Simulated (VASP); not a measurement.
# Cl in VASP: notebook, part 2 of 2

VASP 6.6.1.

### Step 4. Single point, PBEsol (strained)

Contents of INCAR:

```
SYSTEM = Cl
ALGO = Normal ; EDIFF = 1E-6
ENCUT = 520 ; GGA = PS
ISIF = 2 ; ISMEAR = 0
LASPH = .True. ; LCHARG = .False.
LREAL = .False. ; LWAVE = .False.
NBANDS = 22 ; NELM = 80
PREC = Accurate ; SIGMA = 0.02
```

Contents of KPOINTS:

```
k-points
0
Gamma
  8 8 4
  0 0 0
```

Contents of POSCAR:

```
Cl
1.0
    3.1209360000     -2.1642432000      0.0000000000
    3.1209360000      2.1642432000      0.0000000000
    0.0000000000      0.0000000000      8.0487092000
Cl
4
Direct
    0.0743503721      0.9256496279      0.1022465957
    0.5743503721      0.4256496279      0.3977534043
    0.9256496279      0.0743503721      0.8977534043
    0.4256496279      0.5743503721      0.6022465957
```

Potentials or basis: VASP PAW PBE potentials, release 64 (Cl).

Started as:

```
> cat potpaw_PBE.64/Cl/POTCAR > POTCAR
> mpirun -np 1 vasp_std > vasp.out
```

OUTCAR:

```text
SYSTEM = Cl
   EDIFF = 1E-6
   ENCUT = 520
   GGA = PS
   ISIF = 2
   ISMEAR = 0
   LASPH = .True.
   LREAL = .False.
   NELM = 80
   PREC = Accurate

 ion  position               nearest neighbor table
   1  0.074  0.926  0.102-   3 1.77
   2  0.574  0.426  0.398-   4 1.77
   3  0.926  0.074  0.898-   1 1.77
   4  0.426  0.574  0.602-   2 1.77

  LATTYP: Found a base centered orthorhombic cell.
 ALAT       =     4.3284864000
 B/A-ratio  =     1.4420449606
 C/A-ratio  =     1.8594742957

  Lattice vectors:

 A1 = (  -3.1209360000,  -2.1642432000,   0.0000000000)
 A2 = (   3.1209360000,  -2.1642432000,   0.0000000000)
 A3 = (   0.0000000000,   0.0000000000,   8.0487092000)

Analysis of symmetry for initial positions (statically):
=====================================================================
 Subroutine PRICEL returns:
 Original cell was already a primitive cell.

 Routine SETGRP: Setting up the symmetry group for a
 base centered orthorhombic supercell.

 Subroutine GETGRP returns: Found  8 space group operations
 (whereof  4 operations were pure point group operations)
 out of a pool of  8 trial point group operations.

The static configuration has the point symmetry C_2h.
 The point group associated with its full space group is D_2h.

Analysis of symmetry for dynamics (positions and initial velocities):
=====================================================================
 Subroutine PRICEL returns:
 Original cell was already a primitive cell.

 Routine SETGRP: Setting up the symmetry group for a
 base centered orthorhombic supercell.

 Subroutine GETGRP returns: Found  8 space group operations
 (whereof  4 operations were pure point group operations)
 out of a pool of  8 trial point group operations.

The dynamic configuration has the point symmetry C_2h.
 The point group associated with its full space group is D_2h.

 Subroutine INISYM returns: Found  8 space group operations
 (whereof  4 operations are pure point group operations),
 and found     1 'primitive' translations

----------------------------------------------------------------------------------------

                                     Primitive cell

  volume of cell :     108.7294

  direct lattice vectors                    reciprocal lattice vectors
     3.120936000 -2.164243200  0.000000000     0.160208348 -0.231027641  0.000000000
     3.120936000  2.164243200  0.000000000     0.160208348  0.231027641  0.000000000
     0.000000000  0.000000000  8.048709200     0.000000000  0.000000000  0.124243525

  length of vectors
     3.797919186  3.797919186  8.048709200     0.281141397  0.281141397  0.124243525

  position of ions in fractional coordinates (direct lattice)
     0.074350372  0.925649628  0.102246596
     0.574350372  0.425649628  0.397753404
     0.925649628  0.074350372  0.897753404
     0.425649628  0.574350372  0.602246596

  ion indices of the primitive-cell ions
   primitive index   ion index
                 1           1
                 2           2
                 3           3
                 4           4

----------------------------------------------------------------------------------------

 KPOINTS: k-points

Automatic generation of k-mesh.
 Grid dimensions read from file:
 generate k-points for:    8    8    4

 Generating k-lattice:

  Cartesian coordinates                     Fractional coordinates (reciprocal lattice)
     0.020026043 -0.028878455  0.000000000     0.125000000 -0.000000000  0.000000000
     0.020026043  0.028878455  0.000000000    -0.000000000  0.125000000  0.000000000
     0.000000000  0.000000000  0.031060881     0.000000000  0.000000000  0.250000000

  Length of vectors
     0.035142675  0.035142675  0.031060881

  Shift w.r.t. Gamma in fractional coordinates (k-lattice)
     0.000000000  0.000000000  0.000000000

 Subroutine IBZKPT returns following result:
 ===========================================

 Found     63 irreducible k-points:

 Following reciprocal coordinates:
            Coordinates               Weight
  0.000000  0.000000  0.000000      1.000000
  0.125000 -0.000000  0.000000      4.000000
  0.250000 -0.000000  0.000000      4.000000
  0.375000  0.000000  0.000000      4.000000
  0.500000 -0.000000  0.000000      2.000000
  0.125000  0.125000  0.000000      2.000000
[... 16 lines left out ...]
  0.125000 -0.000000  0.250000      8.000000
  0.250000 -0.000000  0.250000      8.000000
 [... further k-points ...]
   k-points           NKPTS =     63   k-points in BZ     NKDIM =     63   number of bands    NBANDS=     22
   number of dos      NEDOS =    301   number of ions     NIONS =      4
   total plane-waves  NPLWV =  47040
   dimension x,y,z NGX =    28 NGY =   28 NGZ =   60
   dimension x,y,z NGXF=    56 NGYF=   56 NGZF=  120
   ions per type =               4
   NGX,Y,Z   is equivalent  to a cutoff of  12.26, 12.26, 12.39 a.u.
   NGXF,Y,Z  is equivalent  to a cutoff of  24.51, 24.51, 24.79 a.u.
 SYSTEM =  Cl
   PREC   = accura    normal or accurate (medium, high low for compatibility)
   ISTART =      0    job   : 0-new  1-cont  2-samecut
   ICHARG =      2    charge: 1-file 2-atom 10-const
   ISPIN  =      1    spin polarized calculation?
   LNONCOLLINEAR =      F non collinear calculations
   LSORBIT =      F    spin-orbit coupling
   LASPH  =      T    aspherical Exc in radial PAW
   ENCUT  =  520.0 eV  38.22 Ry    6.18 a.u.   7.06  7.06 14.97*2*pi/ulx,y,z
   NELM   =     80;   NELMIN=  2; NELMDL= -5     # of ELM steps
   EDIFF  = 0.1E-05   stopping-criterion for ELM
   LREAL  =      F    real-space projection
   EDIFFG = 0.1E-04   stopping-criterion for IOM
   NSW    =      0    number of steps for IOM
   IBRION =     -1    ionic relax: 0-MD 1-quasi-New 2-CG
   NFREE  =      0    steps in history (QN), initial steepest desc. (CG)
   ISIF   =      2    stress and relaxation
   ISYM   =      2    0-nonsym 1-usesym 2-fastsym
   POTIM  = 0.5000    time-step for ionic-motion
   TEBEG  =    0.0;   TEEND  =   0.0 temperature during run
   PSTRESS=    0.0 pullay stress
   NELECT =      28.0000    total number of electrons
   NUPDOWN=      -1.0000    fix difference up-down
   EMIN   =  10.00;   EMAX   =-10.00  energy-range for DOS
   EFERMI =   0.00;   METHOD = LEGACY
   ISMEAR =     0;   SIGMA  =   0.02  broadening in eV -4-tet -1-fermi 0-gaus
   EFERMI_NEDOS =   21; number of points for ismear=-14 and -15
   IALGO  =     38    algorithm
   IMIX   =      4    mixing-type and parameters
     AMIX     =   0.40;   BMIX     =  1.00
     AMIX_MAG =   1.60;   BMIX_MAG =  1.00
  volume/ion in A,a.u.               =      27.18       183.44
  Fermi-wavevector in a.u.,A,eV,Ry     =   1.041546  1.968237 14.759846  1.084818
  Thomas-Fermi vector in A             =   2.176172
   LORBIT       =      0    0 simple, 1 ext, 2 COOP (PROOUT), +10 PAW based schemes
   GGA     = PS    functional components
   LHFCALC =     F    Hartree Fock is set to
   AEXX    =    0.0000 exact exchange contribution
   IVDW    =     0    specifies the selected vdW correction
   LEPSILON=     F    determine dielectric tensor
   LRPA    =     F    only Hartree local field effects (RPA)
 non-spin polarized calculation
 Gauss-broadening in eV      SIGMA  =   0.02
  energy-cutoff  :      520.00
  volume of cell :      108.73
 maximum number of plane-waves:      2952
   NGX = 15   NGY = 15   NGZ = 29

 number of electron      28.0000005 magnetization

 Free energy of the ion-electron system (eV)
  ---------------------------------------------------
  ext. energy  EPLUGINS =         0.00000000
  ---------------------------------------------------
  free energy    TOTEN  =        -6.55817776 eV

  energy without entropy =       -6.55817776  energy(sigma->0) =       -6.55817776

 E-fermi :   0.7434     XC(G=0):  -8.0588

 val. band max:        0.5677631508   @ k =   0.0000   0.0000   0.0000
 cond. band min:       4.2511143218   @ k =   0.0000   0.0000   0.2500
 fundamental gap:      3.6833511710
 Fermi energy:         0.7434296931

 k-point     1 :       0.0000    0.0000    0.0000
  band No.  band energies     occupation
      1     -18.7873      2.00000
      2     -18.6408      2.00000
      3     -12.2615      2.00000
      4     -11.3963      2.00000
      5      -6.4049      2.00000
      6      -4.8996      2.00000
[... 14 lines left out ...]
     21      10.0595      0.00000
     22      10.6441      0.00000
[... 552 lines left out ...]
  band No.  band energies     occupation
      1     -18.7038      2.00000
      2     -18.6297      2.00000
      3     -12.0213      2.00000
      4     -11.5880      2.00000
      5      -6.0999      2.00000
      6      -5.3002      2.00000
[... 14 lines left out ...]
     21      10.3122      0.00000
     22      10.5598      0.00000

 [... further k-points ...]
[... 5 lines left out ...]
  --------------------------------------------------------------------------------------
  -------------------------------------------------------------------------------------
  Total        0.1217096      3.5730391     23.0399305      0.0000000      0.0000000      0.0000000
  in kB        1.7934456     52.6503425    339.5037618      0.0000000      0.0000000      0.0000000
  external PRESSURE =     131.3158500 kB  Pullay stress =       0.0000000 kB

 VOLUME and BASIS-vectors are now :
 -----------------------------------------------------------------------------
  energy-cutoff  :      520.00
  volume of cell :      108.73
      direct lattice vectors                 reciprocal lattice vectors
     3.120936000 -2.164243200  0.000000000     0.160208348 -0.231027641  0.000000000
     3.120936000  2.164243200  0.000000000     0.160208348  0.231027641  0.000000000
     0.000000000  0.000000000  8.048709200     0.000000000  0.000000000  0.124243525

 POSITION                                       TOTAL-FORCE (eV/Angst)
 -----------------------------------------------------------------------------------
      3.12094      1.84242      0.82295         0.000000     -2.787228      6.731062
      3.12094     -0.32182      3.20140         0.000000     -2.787228     -6.731062
      3.12094     -1.84242      7.22576         0.000000      2.787228     -6.731062
      3.12094      0.32182      4.84731         0.000000      2.787228      6.731062
 -----------------------------------------------------------------------------------
    total drift:                                0.000000     -0.000000     -0.000000

  FREE ENERGIE OF THE ION-ELECTRON SYSTEM (eV)
  ---------------------------------------------------
  free  energy   TOTEN  =        -6.5581777627 eV

  energy  without entropy=       -6.5581777627  energy(sigma->0) =       -6.55817776
```

OSZICAR:

```text
N       E                     dE             d eps       ncg     rms          rms(c)
DAV:   1     0.182465833340E+03    0.18247E+03   -0.12189E+04  2772   0.108E+03
DAV:   2     0.601066074580E+01   -0.17646E+03   -0.17031E+03  3816   0.207E+02
DAV:   3    -0.671484067999E+01   -0.12726E+02   -0.12677E+02  3768   0.624E+01
DAV:   4    -0.685436656245E+01   -0.13953E+00   -0.13946E+00  3576   0.766E+00
DAV:   5    -0.685691433526E+01   -0.25478E-02   -0.25477E-02  3788   0.102E+00    0.290E+01
DAV:   6    -0.663441454444E+01    0.22250E+00   -0.13455E-01  3438   0.210E+00    0.181E+01
DAV:   7    -0.656257117938E+01    0.71843E-01   -0.27351E-01  3444   0.295E+00    0.590E-01
DAV:   8    -0.655807564433E+01    0.44955E-02   -0.22542E-02  3252   0.967E-01    0.397E-01
DAV:   9    -0.655808938115E+01   -0.13737E-04   -0.94196E-04  3996   0.170E-01    0.128E-01
DAV:  10    -0.655817370706E+01   -0.84326E-04   -0.89021E-05  3352   0.581E-02    0.273E-02
DAV:  11    -0.655817569930E+01   -0.19922E-05   -0.14319E-05  3756   0.229E-02    0.650E-03
DAV:  12    -0.655817714644E+01   -0.14471E-05   -0.25764E-06  3120   0.923E-03    0.379E-03
DAV:  13    -0.655817776272E+01   -0.61628E-06   -0.65583E-07  2534   0.512E-03
   1 F= -.65581778E+01 E0= -.65581778E+01  d E =-.138259E-37
```

stdout:

```text
POSCAR found type information on POSCAR Cl
 POSCAR found :  1 types and       4 ions
 scaLAPACK will be used
 -----------------------------------------------------------------------------
|                                                                             |
|                                                                             |
|     You enforced a specific xc type in the INCAR file but a different       |
|     I HOPE YOU KNOW WHAT YOU ARE DOING!                                     |
|                                                                             |
 -----------------------------------------------------------------------------

 LDA part: xc-table for (Slater+PW92), standard interpolation
 POSCAR, INCAR and KPOINTS ok, starting setup
 FFT: planning ... GRIDC
 FFT: planning ... GRID_SOFT
 FFT: planning ... GRID
 WAVECAR not read
 entering main loop
```

Wall time 100 s (1 thread of Intel Xeon Platinum 8259CL at 2.50GHz (Skylake/Cascade Lake), shared host); peak memory 0.25 GiB.

What came out:

```
Free energy            : -6.5582 eV
Pressure               : 13.1 GPa
Largest force          : 7.285 eV/Å
Band gap on the k mesh : 3.68 eV, indirect (the least direct gap lies 2.3 meV higher)
```

Forces on the atoms (eV/Å):
```
Cl   0.000 -2.787  6.731
Cl   0.000 -2.787 -6.731
Cl   0.000  2.787 -6.731
Cl   0.000  2.787  6.731
```

Levels at points of the mesh, in eV from the valence-band top:
| k point | band 12 | band 13 | band 14 | band 15 | band 16 | band 17 |
| --- | --- | --- | --- | --- | --- | --- |
| (0.00, 0.00, 0.00) | -0.07 | -0.04 | 0.00 | 3.69 | 4.77 | 5.38 |
| (0.50, 0.00, 0.00) | -0.96 | -0.22 | -0.22 | 4.51 | 4.51 | 7.00 |
| (0.50, 0.50, 0.00) | -1.23 | -0.25 | -0.10 | 3.97 | 4.55 | 6.68 |
| (0.00, 0.00, 0.50) | -0.49 | -0.06 | -0.06 | 3.89 | 3.89 | 6.34 |
| (0.50, 0.00, 0.50) | -0.77 | -0.14 | -0.14 | 4.18 | 4.18 | 7.22 |
| (0.50, 0.50, 0.50) | -0.92 | -0.72 | -0.72 | 4.04 | 4.04 | 7.86 |

Caveat: the cell differs from its parent crystal (strained); the PAW data sets were made with another functional, which shifts forces and pressure a little.

### Step 5. Summary

```csv
level,potentials or basis,cell,gap on the mesh (eV),pressure (GPa),largest force (eV/Å)
PBEsol,"VASP PAW PBE potentials, release 64 (Cl)","a = 3.797, b = 3.797, c = 8.665 Å, angles 90.0, 90.0, 71.5°, 4 atoms",2.02,-2.7,1.06
LDA,"VASP PAW LDA potentials, release 64 (Cl)","a = 3.681, b = 3.681, c = 8.359 Å, angles 90.0, 90.0, 69.1°, 4 atoms",2.01,-1.5,0.17
PBEsol,"VASP PAW PBE potentials, release 64 (Cl)","a = 3.798, b = 3.798, c = 8.049 Å, angles 90.0, 90.0, 69.5°, 4 atoms",3.68,13.1,7.29
```

Alike in all rows: task single point; no spin polarisation; k mesh 8 × 8 × 4; cutoff (eV) 520; smearing gaussian 0.02 eV.

Caveats: the PAW data sets were made with another functional, which shifts forces and pressure a little (some runs).

Absolute energies hang on the potentials; compare differences alone.
